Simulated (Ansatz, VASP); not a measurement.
## Ge: VASP beside Ansatz

The input INCAR:

```
ALGO = Normal
EDIFF = 1E-6
ENCUT = 500
GGA = PE
GGA_COMPAT = F
ISIF = 2
ISMEAR = 0
LASPH = T
LCHARG = F
LREAL = F
LWAVE = F
NBANDS = 21
NELM = 120
PREC = Accurate
SIGMA = 0.01
```

The input KPOINTS:

```
k-points
0
Gamma
  12 12 12
```

Contents of POSCAR:

```
Ge
1.0
    0.0000000000      2.8807566785      2.8807566785
    2.8807566785      0.0000000000      2.8807566785
    2.8807566785      2.8807566785      0.0000000000
Ge
2
Direct
    0.0000000000      0.0000000000      0.0000000000
    0.2500000000      0.2500000000      0.2500000000
```

Input for Ansatz:

```yaml
crystal:
  lattice:
    - [0.0, 2.8807566785, 2.8807566785]
    - [2.8807566785, 0.0, 2.8807566785]
    - [2.8807566785, 2.8807566785, 0.0]
  atoms:
    - { symbol: Ge, position: [0.0, 0.0, 0.0] }
    - { symbol: Ge, position: [0.25, 0.25, 0.25] }
basis:
  ecutwfc: 420
kpoints:
  mp_grid: { grid: [12, 12, 12] }
  band_path:
    path:
      - [0.0, 0.0, 0.0]
      - [0.0, 0.0, 0.0]
      - [0.4029962808, 0.4029962808, 0.0]
      - [0.5, 0.5, 0.5]
      - [0.00550184, 0.00550184, 0.0]
      - [-0.00550184, -0.00550184, 0.0]
      - [0.0063529776, 0.0063529776, 0.0063529776]
      - [-0.0063529776, -0.0063529776, -0.0063529776]
      - [0.00550184, 0.00550184, 0.0]
      - [-0.00550184, -0.00550184, 0.0]
      - [0.4084981208, 0.4084981208, 0.0]
      - [0.3974944408, 0.3974944408, 0.0]
      - [0.4029962808, 0.4084981208, 0.00550184]
      - [0.4029962808, 0.3974944408, -0.00550184]
      - [0.5063529776, 0.5063529776, 0.5063529776]
      - [0.4936470224, 0.4936470224, 0.4936470224]
      - [0.4961096116, 0.5038903884, 0.5]
      - [0.5038903884, 0.4961096116, 0.5]
    npoints: 1
hamiltonian:
  xc: pbe
  pseudopotentials: { kind: paw, azcp: { folder: soft_1 } }
scf:
  occupations: { method: gaussian, width: 0.01 }
  n_extra_bands: 5
output:
  forces: true
  stress: true
  eigenvalues: true
```

Alike in both runs: task single point; functional PBE; k mesh 12 × 12 × 12; occupations gaussian, width 0.01 eV; no spin polarisation.

```csv
,VASP,Ansatz
version,VASP 6.6.1,Ansatz 0.2.0
potentials or method,"VASP PAW PBE potentials, release 64 (Ge_d), cutoff 500 eV","scalar-relativistic, plane waves, PAW"
valence electrons in the cell,28,28
```

```tsv
	VASP	Ansatz	Ansatz less VASP
gap on the k mesh at the Fermi level (eV)	none	none	-
pressure (GPa)	-0.1	0.0	+0.13
```

A gap of «none» marks a metal or a gap that the smearing closes.
